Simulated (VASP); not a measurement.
Here is a VASP 6.6.1 calculation.

File INCAR:

```
ALGO     = Normal         # electronic algorithm
DIPOL    = 0.5 0.5 0.328
EDIFF    = 1E-6           # SCF threshold, eV
ENCUT    = 520            # plane-wave cutoff, eV
GGA      = PE             # functional
IDIPOL   = 3            
ISIF     = 2              # what is computed and relaxed
ISMEAR   = 0              # smearing method
IVDW     = 12             # dispersion correction
LASPH    = True           # aspherical terms in the spheres
LCHARG   = False          # write CHGCAR
LDIPOL   = True         
LREAL    = False          # projectors in reciprocal space
LWAVE    = False          # write WAVECAR
NBANDS   = 27             # bands
NELM     = 60             # most SCF steps
PREC     = Accurate       # precision mode
SIGMA    = 0.05           # smearing width, eV
```

The input KPOINTS:

```
k-points
0
Gamma
  7 5 1
```

File POSCAR:

```
Si3N
1.0
    3.8333442755      0.0000000000      0.0000000000
    0.0000000000      5.4211674636      0.0000000000
    0.0000000000      0.0000000000     22.4877586337
Si N
6 2
Direct
    0.5000000000      0.0000000000      0.1778745523
    0.0000000000      0.2500000000      0.1778745523
    0.0000000000      0.5038839981      0.2608672216
    0.5000000000      0.7461160019      0.2608672216
    0.5000000000      0.0086033066      0.3418641564
    0.0000000000      0.2413966934      0.3418641564
    0.8333333333      0.6752699732      0.5063981173
    0.8333333333      0.6752699732      0.5553136192
```

Potentials or basis: VASP PAW PBE potentials, release 64 (Si, N).

The run is started by

```console
$ cat potpaw_PBE.64/Si/POTCAR potpaw_PBE.64/N/POTCAR > POTCAR
$ mpirun -np 1 vasp_std > vasp.out
```

(1) What does it give for the band gap on the k mesh?

(2) What does it give for the largest force?

(3) What does it give for the dispersion energy per atom?

Answers

(1) zero (bands 17 and 18 overlap by 0.28 eV).

(2) 2.153 eV/Å.

(3) -0.200 eV.

Caveat: the standard files for N, O and F lose accuracy on very short bonds.
